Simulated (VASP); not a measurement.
# BaTiO3 (P4mm) in VASP: notebook, part 2 of 2

VASP 6.6.1. The steps go on from the part before.

### Step 3. Single point, PBE (zz strain of -2 %)

The input, INCAR:

```
SYSTEM = BaTiO3
PREC = Accurate
ENCUT = 520
EDIFF = 1E-6
ISMEAR = -1
SIGMA = 0.08
LREAL = .FALSE.
LASPH = .TRUE.
NELM = 60
ALGO = Normal
ISIF = 2
LWAVE = .FALSE.
LCHARG = .FALSE.
GGA = PE
NBANDS = 28
```

The input, KPOINTS:

```
regular mesh
0
G
  7 7 7
  0 0 0
```

The input, POSCAR:

```
BaTiO3
1.0
    3.9998000000      0.0000000000      0.0000000000
    0.0000000000      3.9998000000      0.0000000000
    0.0000000000      0.0000000000      3.9376400000
Ba Ti O
1 1 3
Direct
    0.0000000000      0.0000000000      0.0000000000
    0.5000000000      0.5000000000      0.4820000000
    0.5000000000      0.5000000000      0.0160000000
    0.5000000000      0.0000000000      0.5150000000
    0.0000000000      0.5000000000      0.5150000000
```

Potentials or basis: VASP PAW PBE potentials, release 64 (Ba_sv, Ti_sv, O).

Command:

```sh
> cat potpaw_PBE.64/Ba_sv/POTCAR potpaw_PBE.64/Ti_sv/POTCAR potpaw_PBE.64/O/POTCAR > POTCAR
> mpirun -np 1 vasp_std > vasp.out
```

OUTCAR:

```text
SYSTEM = BaTiO3
   PREC = Accurate
   ENCUT = 520
   EDIFF = 1E-6
   ISMEAR = -1
   LREAL = .FALSE.
   LASPH = .TRUE.
   NELM = 60
   ISIF = 2
   GGA = PE

 ion  position               nearest neighbor table
   1  0.000  0.000  0.000-   4 2.77   5 2.77   5 2.77   4 2.77   3 2.83   3 2.83   3 2.83   3 2.83
                             4 2.85   5 2.85   5 2.85   4 2.85   2 3.41   2 3.41   2 3.41   2 3.41
   2  0.500  0.500  0.482-   3 1.83   4 2.00   5 2.00   4 2.00   5 2.00   3 2.10   1 3.41   1 3.41
                             1 3.41   1 3.41   1 3.49   1 3.49   1 3.49   1 3.49
   3  0.500  0.500  0.016-   2 1.83   2 2.10   1 2.83   1 2.83   1 2.83   1 2.83
   4  0.500  0.000  0.515-   2 2.00   2 2.00   1 2.77   1 2.77   1 2.85   1 2.85
   5  0.000  0.500  0.515-   2 2.00   2 2.00   1 2.77   1 2.77   1 2.85   1 2.85

  LATTYP: Found a simple tetragonal cell.
 ALAT       =     3.9998000000
 C/A-ratio  =     0.9844592230

  Lattice vectors:

 A1 = (   3.9998000000,   0.0000000000,   0.0000000000)
 A2 = (   0.0000000000,   3.9998000000,   0.0000000000)
 A3 = (   0.0000000000,   0.0000000000,   3.9376400000)

Analysis of symmetry for initial positions (statically):
=====================================================================
 Subroutine PRICEL returns:
 Original cell was already a primitive cell.

 Routine SETGRP: Setting up the symmetry group for a
 simple tetragonal supercell.

 Subroutine GETGRP returns: Found  8 space group operations
 (whereof  8 operations were pure point group operations)
 out of a pool of 16 trial point group operations.

The static configuration has the point symmetry C_4v.

Analysis of symmetry for dynamics (positions and initial velocities):
=====================================================================
 Subroutine PRICEL returns:
 Original cell was already a primitive cell.

[... 131 lines left out ...]
   IMIX   =      4    mixing-type and parameters
     AMIX     =   0.40;   BMIX     =  1.00
     AMIX_MAG =   1.60;   BMIX_MAG =  1.00
  volume/ion in A,a.u.               =      12.60        85.02
  Fermi-wavevector in a.u.,A,eV,Ry     =   1.407097  2.659027 26.938466  1.979921
  Thomas-Fermi vector in A             =   2.529390
   LORBIT       =      0    0 simple, 1 ext, 2 COOP (PROOUT), +10 PAW based schemes
   GGA     = PE    functional components
   LHFCALC =     F    Hartree Fock is set to
   AEXX    =    0.0000 exact exchange contribution
   IVDW    =     0    specifies the selected vdW correction
   LEPSILON=     F    determine dielectric tensor
   LRPA    =     F    only Hartree local field effects (RPA)
 non-spin polarized calculation
  energy-cutoff  :      520.00
  volume of cell :       63.00
 maximum number of plane-waves:      1727
 NGX is ok and might be reduce to    30
   NGX = 15   NGY = 15   NGZ = 15

 number of electron      39.9999981 magnetization

 Free energy of the ion-electron system (eV)
  ---------------------------------------------------
  ext. energy  EPLUGINS =         0.00000000
  ---------------------------------------------------
  free energy    TOTEN  =       -39.90842036 eV

  energy without entropy =      -39.90841943  energy(sigma->0) =      -39.90841989

 E-fermi :   4.9541     XC(G=0): -11.3476

 val. band max:        3.9016404503   @ k =   0.4286   0.4286   0.4286
 cond. band min:       5.8122322277   @ k =   0.0000   0.0000   0.0000
 fundamental gap:      1.9105917774
 Fermi energy:         4.9541076952

 k-point     1 :       0.0000    0.0000    0.0000
  band No.  band energies     occupation
      1     -52.4792      2.00000
      2     -28.7618      2.00000
      3     -28.6974      2.00000
      4     -28.6974      2.00000
      5     -20.8154      2.00000
      6     -12.9937      2.00000
[... 733 lines left out ...]
     27      12.5759      0.00000
     28      12.9654      0.00000

 [... further k-points ...]

------------------------ aborting loop because EDIFF is reached ----------------------------------------

  FORCE on cell =-STRESS in cart. coord.  units (eV):
  Direction    XX          YY          ZZ          XY          YZ          ZX
  --------------------------------------------------------------------------------------
  -------------------------------------------------------------------------------------
  Total        2.4802948      2.4802948      4.9563621      0.0000000      0.0000000      0.0000000
  in kB       63.0813994     63.0813994    126.0552820      0.0000000      0.0000000      0.0000000
  external PRESSURE =      84.0726936 kB  Pullay stress =       0.0000000 kB

 VOLUME and BASIS-vectors are now :
 -----------------------------------------------------------------------------
  energy-cutoff  :      520.00
  volume of cell :       63.00
      direct lattice vectors                 reciprocal lattice vectors
     3.999800000  0.000000000  0.000000000     0.250012501  0.000000000  0.000000000
     0.000000000  3.999800000  0.000000000     0.000000000  0.250012501  0.000000000
     0.000000000  0.000000000  3.937640000     0.000000000  0.000000000  0.253959224

 POSITION                                       TOTAL-FORCE (eV/Angst)
 -----------------------------------------------------------------------------------
      0.00000      0.00000      0.00000        -0.000000     -0.000000     -0.038143
      1.99990      1.99990      1.89794        -0.000000      0.000000      0.423649
      1.99990      1.99990      0.06300        -0.000000      0.000000     -0.077416
      1.99990      0.00000      2.02788        -0.000000     -0.000000     -0.154045
      0.00000      1.99990      2.02788         0.000000     -0.000000     -0.154045
 -----------------------------------------------------------------------------------
    total drift:                                0.000000      0.000000      0.000082

  FREE ENERGIE OF THE ION-ELECTRON SYSTEM (eV)
  ---------------------------------------------------
  free  energy   TOTEN  =       -39.9084203563 eV

  energy  without entropy=      -39.9084194252  energy(sigma->0) =      -39.90841989
```

It took 88 s on 1 thread of Intel Xeon 8259CL, shared host; peak memory 0.22 GiB.

Results:

| Property | Result |
| --- | --- |
| Free energy | -39.9084 eV |
| Pressure | 8.4 GPa |
| Largest force | 0.424 eV/Å |
| Band gap on the k mesh | 1.91 eV (least direct gap 2.11 eV) |

Forces on the atoms (eV/Å):
```
Ba   0.000  0.000 -0.038
Ti   0.000  0.000  0.424
O    0.000  0.000 -0.077
O    0.000  0.000 -0.154
O    0.000  0.000 -0.154
```

Stress tensor (GPa, compression positive):
```
 6.31  0.00  0.00
 0.00  6.31  0.00
 0.00  0.00 12.61
```

Caveat: the cell differs from its parent crystal (zz strain of -2 %); the cell stands under pressure; spin-orbit coupling is left out, which moves the levels of the heavy elements; an odd mesh through Γ misses points on the zone boundary, where band edges can lie.

### Step 4. Single point, PBE (zz strain of +1 %)

The input, INCAR:

```
SYSTEM = BaTiO3
ALGO = Normal
EDIFF = 1E-7
ENCUT = 520
GGA = PE
ISIF = 2
ISMEAR = -1
LASPH = .TRUE.
LCHARG = .FALSE.
LREAL = .FALSE.
LWAVE = .FALSE.
NBANDS = 28
NELM = 100
PREC = Accurate
SIGMA = 0.08
```

The input, KPOINTS:

```
k-points
0
G
  7 7 7
  0 0 0
```

POSCAR: that of step 3 with these lines changed.

```diff
@@ -4,3 +4,3 @@
     0.0000000000      3.9998000000      0.0000000000
-    0.0000000000      0.0000000000      3.9376400000
+    0.0000000000      0.0000000000      4.0581800000
 Ba Ti O
```

Command:

```sh
> cat potpaw_PBE.64/Ba_sv/POTCAR potpaw_PBE.64/Ti_sv/POTCAR potpaw_PBE.64/O/POTCAR > POTCAR
> mpirun -np 1 vasp_std > vasp.out
```

It took 1.8 min on 1 thread of Intel Xeon 8259CL, shared host; peak memory 0.22 GiB.

Results (log left out):

* Free energy: -39.9981 eV
* Pressure: 2.7 GPa
* Largest force: 0.471 eV/Å
* Band gap on the k mesh: 1.85 eV (least direct gap 2.10 eV)

Forces on the atoms (eV/Å):
```
Ba   0.000  0.000 -0.083
Ti   0.000  0.000 -0.065
O    0.000  0.000  0.471
O    0.000  0.000 -0.161
O    0.000  0.000 -0.161
```

Stress tensor (GPa, compression positive):
```
2.82 0.00 0.00
0.00 2.82 0.00
0.00 0.00 2.43
```

Levels at points of the mesh, in eV from the valence-band top:
```tsv
k point	band 18	band 19	band 20	band 21	band 22	band 23
(0.00, 0.00, 0.00)	-0.30	-0.25	-0.25	1.85	2.13	2.13
```

Caveat: the cell differs from its parent crystal (zz strain of +1 %); spin-orbit coupling is left out, which moves the levels of the heavy elements; an odd mesh through Γ misses points on the zone boundary, where band edges can lie.

### Step 5. Single point, PBE (zz strain of +3 %)

The input, INCAR:

```
SYSTEM = BaTiO3
PREC = Accurate
ENCUT = 520
EDIFF = 1E-6
ISMEAR = -1
SIGMA = 0.08
LREAL = .FALSE.
LASPH = .TRUE.
NELM = 60
ALGO = Normal
ISIF = 2
LWAVE = .FALSE.
LCHARG = .FALSE.
GGA = PE
NBANDS = 28
```

The input, KPOINTS:

```
regular mesh
0
G
  7 7 7
  0 0 0
```

POSCAR: that of step 4 with these lines changed.

```diff
@@ -4,3 +4,3 @@
     0.0000000000      3.9998000000      0.0000000000
-    0.0000000000      0.0000000000      4.0581800000
+    0.0000000000      0.0000000000      4.1385400000
 Ba Ti O
```

Command:

```sh
> cat potpaw_PBE.64/Ba_sv/POTCAR potpaw_PBE.64/Ti_sv/POTCAR potpaw_PBE.64/O/POTCAR > POTCAR
> mpirun -np 1 vasp_std > vasp.out
```

It took 1.7 min on 1 thread of Intel Xeon 8259CL, shared host; peak memory 0.22 GiB.

It converged, with:

| Property | Result |
| --- | --- |
| Free energy | -39.9971 eV |
| Pressure | -0.4 GPa |
| Largest force | 0.759 eV/Å |
| Band gap on the k mesh | 1.81 eV (least direct gap 2.10 eV) |

Forces on the atoms (eV/Å):
```
Ba   0.000  0.000 -0.112
Ti   0.000  0.000 -0.313
O    0.000  0.000  0.759
O    0.000  0.000 -0.167
O    0.000  0.000 -0.167
```

Stress tensor (GPa, compression positive):
```
 0.77  0.00  0.00
 0.00  0.77  0.00
 0.00  0.00 -2.87
```

Levels at points of the mesh, in eV from the valence-band top:
```
           k point  band 16  band 17  band 18  band 19  band 20  band 21  band 22  band 23  band 24  band 25
(0.00, 0.00, 0.00)    -1.12    -1.11    -0.36    -0.29    -0.29     1.81     2.05     2.05     3.88     3.95
```

Caveat: the cell differs from its parent crystal (zz strain of +3 %); spin-orbit coupling is left out, which moves the levels of the heavy elements; an odd mesh through Γ misses points on the zone boundary, where band edges can lie.

### Step 6. Summary

| cell | gap on the mesh (eV) | pressure (GPa) | largest force (eV/Å) |
| --- | --- | --- | --- |
| a = 4.078, b = 4.078, c = 4.097 Å, 5 atoms | 1.75 | -4.7 | 0.70 |
| a = 4.000, b = 4.000, c = 3.938 Å, 5 atoms | 1.91 | 8.4 | 0.42 |
| a = 4.000, b = 4.000, c = 4.058 Å, 5 atoms | 1.85 | 2.7 | 0.47 |
| a = 4.000, b = 4.000, c = 4.139 Å, 5 atoms | 1.81 | -0.4 | 0.76 |

Alike in all rows: task single point; level PBE; potentials or basis VASP PAW PBE potentials, release 64 (Ba_sv, Ti_sv, O); no spin polarisation; k mesh 7 × 7 × 7; cutoff (eV) 520; smearing fermi-dirac 0.08 eV.

Caveats: spin-orbit coupling is left out, which moves the levels of the heavy elements; an odd mesh through Γ misses points on the zone boundary, where band edges can lie; the cell stands under tension (at least some runs); the cell stands under pressure (at least some runs).

Total energies depend on the potentials used, so only differences within one code and one set of settings carry meaning.
